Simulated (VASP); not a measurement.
# MgS (R3m) in VASP: single point with PBEsol

Aim: the single point of MgS with PBEsol.

Everything below comes from runs of VASP 6.6.1. Logs are shortened: lines on timing, memory, paths and dates and some standing lists are left out, and cuts for length are marked.

### Step 1. The cell of the first run

The structure is trigonal, space group R3m (No. 160). The conventional cell has a = 4.036 Å, b = 4.036 Å, c = 9.708 Å, α = 90.00°, β = 90.00°, γ = 120.00°. Within 3.2 Å of Mg (site symmetry 3m) lie 4 S at 2.45 to 2.46 Å. S (site symmetry 3m) has 4 Mg at 2.45 to 2.46 Å within 3.2 Å.

### Step 2. Single point, PBEsol

INCAR

```
  ALGO = Normal
  EDIFF = 1E-6
  ENCUT = 600
  GGA = PS
  GGA_COMPAT = False
  ISIF = 2
  ISMEAR = 0
  LASPH = True
  LCHARG = False
  LREAL = False
  LWAVE = False
  NBANDS = 11
  NELM = 120
  PREC = Accurate
  SIGMA = 0.01
```

KPOINTS

```
k-points
0
Gamma
  6 6 6
```

POSCAR

```
MgS
1.0
   -0.0343020305      2.8196565242      2.8196565242
    2.8196565242     -0.0343020305      2.8196565242
    2.8196565242      2.8196565242     -0.0343020305
Mg S
1 1
Direct
   -0.0011838589     -0.0011838589     -0.0011838589
    0.2511838589      0.2511838589      0.2511838589
```

Potentials or basis: VASP PAW PBE potentials, release 64 (Mg, S).

Launch:

```bash
$ cat potpaw_PBE.64/Mg/POTCAR potpaw_PBE.64/S/POTCAR > POTCAR
$ mpirun -np 1 vasp_std > vasp.out
```

OUTCAR:

```text
EDIFF = 1E-6
   ENCUT = 600
   GGA = PS
   ISIF = 2
   ISMEAR = 0
   LASPH = True
   LREAL = False
   NELM = 120
   PREC = Accurate

 ion  position               nearest neighbor table
   1  0.999  0.999  0.999-   2 2.45   2 2.46   2 2.46   2 2.46
   2  0.251  0.251  0.251-   1 2.45   1 2.46   1 2.46   1 2.46

  LATTYP: Found a trigonal (rhomboedric) cell.
 ALAT       =     3.9877440312
 COS(alpha) =     0.4877985818

  Lattice vectors:

 A1 = (  -0.0343020305,   2.8196565242,   2.8196565242)
 A2 = (   2.8196565242,  -0.0343020305,   2.8196565242)
 A3 = (   2.8196565242,   2.8196565242,  -0.0343020305)

Analysis of symmetry for initial positions (statically):
=====================================================================
 Subroutine PRICEL returns:
 Original cell was already a primitive cell.

 Routine SETGRP: Setting up the symmetry group for a
 trigonal (rhombohedral) supercell.

 Subroutine GETGRP returns: Found  6 space group operations
 (whereof  6 operations were pure point group operations)
 out of a pool of 12 trial point group operations.

The static configuration has the point symmetry C_3v.

Analysis of symmetry for dynamics (positions and initial velocities):
=====================================================================
 Subroutine PRICEL returns:
 Original cell was already a primitive cell.

 Routine SETGRP: Setting up the symmetry group for a
 trigonal (rhombohedral) supercell.

 Subroutine GETGRP returns: Found  6 space group operations
 (whereof  6 operations were pure point group operations)
 out of a pool of 12 trial point group operations.

The dynamic configuration has the point symmetry C_3v.

 Subroutine INISYM returns: Found  6 space group operations
 (whereof  6 operations are pure point group operations),
 and found     1 'primitive' translations

----------------------------------------------------------------------------------------

                                     Primitive cell

  volume of cell :      45.6533

  direct lattice vectors                    reciprocal lattice vectors
    -0.034302030  2.819656524  2.819656524    -0.174123081  0.176267431  0.176267431
     2.819656524 -0.034302030  2.819656524     0.176267431 -0.174123081  0.176267431
     2.819656524  2.819656524 -0.034302030     0.176267431  0.176267431 -0.174123081

  length of vectors
     3.987744031  3.987744031  3.987744031     0.304071146  0.304071146  0.304071146

  position of ions in fractional coordinates (direct lattice)
     0.998816141  0.998816141  0.998816141
     0.251183859  0.251183859  0.251183859

  ion indices of the primitive-cell ions
   primitive index   ion index
                 1           1
                 2           2

----------------------------------------------------------------------------------------

 KPOINTS: k-points

Automatic generation of k-mesh.
 Grid dimensions read from file:
 generate k-points for:    6    6    6

 Generating k-lattice:

  Cartesian coordinates                     Fractional coordinates (reciprocal lattice)
    -0.029020514  0.029377905  0.029377905     0.166666667  0.000000000  0.000000000
     0.029377905 -0.029020514  0.029377905     0.000000000  0.166666667  0.000000000
     0.029377905  0.029377905 -0.029020514     0.000000000  0.000000000  0.166666667

  Length of vectors
     0.050678524  0.050678524  0.050678524

  Shift w.r.t. Gamma in fractional coordinates (k-lattice)
     0.000000000  0.000000000  0.000000000

 Subroutine IBZKPT returns following result:
 ===========================================

 Found     32 irreducible k-points:

 Following reciprocal coordinates:
            Coordinates               Weight
  0.000000  0.000000  0.000000      1.000000
  0.166667  0.000000  0.000000      6.000000
  0.333333  0.000000 -0.000000      6.000000
  0.500000  0.000000 -0.000000      3.000000
  0.166667  0.166667  0.000000      6.000000
  0.333333  0.166667 -0.000000     12.000000
[... 16 lines left out ...]
  0.500000  0.500000  0.166667      6.000000
 -0.333333  0.500000  0.166667     12.000000
 [... further k-points ...]
   k-points           NKPTS =     32   k-points in BZ     NKDIM =     32   number of bands    NBANDS=     11
   number of dos      NEDOS =    301   number of ions     NIONS =      2
   total plane-waves  NPLWV =  32768
   dimension x,y,z NGX =    32 NGY =   32 NGZ =   32
   dimension x,y,z NGXF=    64 NGYF=   64 NGZF=   64
   ions per type =               1   1
   NGX,Y,Z   is equivalent  to a cutoff of  13.34, 13.34, 13.34 a.u.
   NGXF,Y,Z  is equivalent  to a cutoff of  26.68, 26.68, 26.68 a.u.
 SYSTEM =  unknown system
   PREC   = accura    normal or accurate (medium, high low for compatibility)
   ISTART =      0    job   : 0-new  1-cont  2-samecut
   ICHARG =      2    charge: 1-file 2-atom 10-const
   ISPIN  =      1    spin polarized calculation?
   LNONCOLLINEAR =      F non collinear calculations
   LSORBIT =      F    spin-orbit coupling
   LASPH  =      T    aspherical Exc in radial PAW
   ENCUT  =  600.0 eV  44.10 Ry    6.64 a.u.   7.96  7.96  7.96*2*pi/ulx,y,z
   NELM   =    120;   NELMIN=  2; NELMDL= -5     # of ELM steps
   EDIFF  = 0.1E-05   stopping-criterion for ELM
   LREAL  =      F    real-space projection
   EDIFFG = 0.1E-04   stopping-criterion for IOM
   NSW    =      0    number of steps for IOM
   IBRION =     -1    ionic relax: 0-MD 1-quasi-New 2-CG
   NFREE  =      0    steps in history (QN), initial steepest desc. (CG)
   ISIF   =      2    stress and relaxation
   ISYM   =      2    0-nonsym 1-usesym 2-fastsym
   POTIM  = 0.5000    time-step for ionic-motion
   TEBEG  =    0.0;   TEEND  =   0.0 temperature during run
   PSTRESS=    0.0 pullay stress
   NELECT =       8.0000    total number of electrons
   NUPDOWN=      -1.0000    fix difference up-down
   EMIN   =  10.00;   EMAX   =-10.00  energy-range for DOS
   EFERMI =   0.00;   METHOD = LEGACY
   ISMEAR =     0;   SIGMA  =   0.01  broadening in eV -4-tet -1-fermi 0-gaus
   EFERMI_NEDOS =   21; number of points for ismear=-14 and -15
   IALGO  =     38    algorithm
   IMIX   =      4    mixing-type and parameters
     AMIX     =   0.40;   BMIX     =  1.00
     AMIX_MAG =   1.60;   BMIX_MAG =  1.00
  volume/ion in A,a.u.               =      22.83       154.04
  Fermi-wavevector in a.u.,A,eV,Ry     =   0.916110  1.731197 11.418789  0.839257
  Thomas-Fermi vector in A             =   2.040928
   LORBIT       =      0    0 simple, 1 ext, 2 COOP (PROOUT), +10 PAW based schemes
   GGA     = PS    functional components
   LHFCALC =     F    Hartree Fock is set to
   AEXX    =    0.0000 exact exchange contribution
   IVDW    =     0    specifies the selected vdW correction
   LEPSILON=     F    determine dielectric tensor
   LRPA    =     F    only Hartree local field effects (RPA)
 non-spin polarized calculation
 Gauss-broadening in eV      SIGMA  =   0.01
  energy-cutoff  :      600.00
  volume of cell :       45.65
 maximum number of plane-waves:      1542
   NGX = 15   NGY = 15   NGZ = 15

 number of electron       8.0000001 magnetization

 Free energy of the ion-electron system (eV)
  ---------------------------------------------------
  ext. energy  EPLUGINS =         0.00000000
  ---------------------------------------------------
  free energy    TOTEN  =        -8.91448251 eV

  energy without entropy =       -8.91448251  energy(sigma->0) =       -8.91448251

 E-fermi :   1.1535     XC(G=0):  -8.5533

 val. band max:        1.0346213263   @ k =   0.0000   0.0000   0.0000
 cond. band min:       4.2260336791   @ k =   0.0000   0.0000   0.0000
 fundamental gap:      3.1914123527
 Fermi energy:         1.1534962813

 k-point     1 :       0.0000    0.0000    0.0000
  band No.  band energies     occupation
      1     -10.2839      2.00000
      2       0.9309      2.00000
      3       0.9309      2.00000
      4       1.0346      2.00000
      5       4.2260      0.00000
      6       8.7417      0.00000
      7       8.7417      0.00000
      8       8.9877      0.00000
      9      11.7370      0.00000
     10      11.7370      0.00000
     11      14.4544      0.00000

 k-point     2 :       0.1667    0.0000    0.0000
  band No.  band energies     occupation
      1     -10.1340      2.00000
      2      -0.1457      2.00000
      3       0.8477      2.00000
      4       0.9308      2.00000
      5       5.2493      0.00000
      6       8.5146      0.00000
      7       8.9991      0.00000
      8       9.1965      0.00000
      9      11.0895      0.00000
     10      11.1777      0.00000
     11      13.5252      0.00000

 k-point     3 :       0.3333    0.0000   -0.0000
  band No.  band energies     occupation
      1      -9.7989      2.00000
      2      -1.6021      2.00000
      3       0.6966      2.00000
      4       0.7623      2.00000
      5       5.9723      0.00000
      6       8.7515      0.00000
      7       8.8618      0.00000
      8       8.9631      0.00000
      9      11.9637      0.00000
     10      12.1859      0.00000
     11      12.8885      0.00000

 k-point     4 :       0.5000    0.0000   -0.0000
  band No.  band energies     occupation
      1      -9.6085      2.00000
      2      -2.2101      2.00000
      3       0.6275      2.00000
      4       0.6853      2.00000
      5       5.9619      0.00000
      6       8.4661      0.00000
      7       8.5955      0.00000
      8       9.3507      0.00000
      9      13.6220      0.00000
     10      13.9461      0.00000
     11      14.1660      0.00000
[... 239 lines left out ...]
 k-point    22 :      -0.1667    0.3333    0.1667
  band No.  band energies     occupation
      1      -9.5682      2.00000
      2      -1.5015      2.00000
      3      -0.3690      2.00000
      4       0.2822      2.00000
      5       6.5065      0.00000
      6       7.9575      0.00000
      7       8.3921      0.00000
      8      10.6709      0.00000
      9      11.5579      0.00000
     10      14.2413      0.00000
     11      15.1092      0.00000

 k-point    23 :       0.5000    0.5000    0.1667
  band No.  band energies     occupation
      1      -9.4310      2.00000
      2      -1.6700      2.00000
      3      -0.3879      2.00000
      4       0.0261      2.00000
      5       5.3610      0.00000
      6       7.2824      0.00000
      7      10.1935      0.00000
      8      11.1601      0.00000
      9      12.6399      0.00000
     10      14.5730      0.00000
     11      15.5058      0.00000

 k-point    24 :      -0.3333    0.5000    0.1667
  band No.  band energies     occupation
      1      -9.3719      2.00000
      2      -1.5603      2.00000
      3      -0.6120      2.00000
      4      -0.3092      2.00000
      5       5.7832      0.00000
      6       7.7075      0.00000
      7      10.1320      0.00000
      8      10.3206      0.00000
      9      13.3104      0.00000
     10      14.6679      0.00000
     11      14.7690      0.00000

 [... further k-points ...]

------------------------ aborting loop because EDIFF is reached ----------------------------------------

  FORCE on cell =-STRESS in cart. coord.  units (eV):
  Direction    XX          YY          ZZ          XY          YZ          ZX
  --------------------------------------------------------------------------------------
  -------------------------------------------------------------------------------------
  Total       -0.2081621     -0.2081621     -0.2081621      0.0955451      0.0955451      0.0955451
  in kB       -7.3053388     -7.3053388     -7.3053388      3.3531056      3.3531056      3.3531056
  external PRESSURE =      -7.3053388 kB  Pullay stress =       0.0000000 kB

 VOLUME and BASIS-vectors are now :
 -----------------------------------------------------------------------------
  energy-cutoff  :      600.00
  volume of cell :       45.65
      direct lattice vectors                 reciprocal lattice vectors
    -0.034302030  2.819656524  2.819656524    -0.174123081  0.176267431  0.176267431
     2.819656524 -0.034302030  2.819656524     0.176267431 -0.174123081  0.176267431
     2.819656524  2.819656524 -0.034302030     0.176267431  0.176267431 -0.174123081

 POSITION                                       TOTAL-FORCE (eV/Angst)
 -----------------------------------------------------------------------------------
      5.59838      5.59838      5.59838        -0.000081     -0.000081     -0.000081
      1.40789      1.40789      1.40789         0.000081      0.000081      0.000081
 -----------------------------------------------------------------------------------
    total drift:                                0.000056      0.000056      0.000056

  FREE ENERGIE OF THE ION-ELECTRON SYSTEM (eV)
  ---------------------------------------------------
  free  energy   TOTEN  =        -8.9144825084 eV

  energy  without entropy=       -8.9144825084  energy(sigma->0) =       -8.91448251
```

It took 12 s on 1 thread of Intel Xeon Platinum 8259CL at 2.50GHz (Skylake/Cascade Lake), shared host; peak memory 0.18 GiB.

What came out:

```yaml
Free_energy: -8.9145 eV
Pressure: -0.7 GPa
Band_gap_on_the_k_mesh: 3.19 eV
```

Caveat: the PAW data sets were made with another functional, which shifts forces and pressure a little.
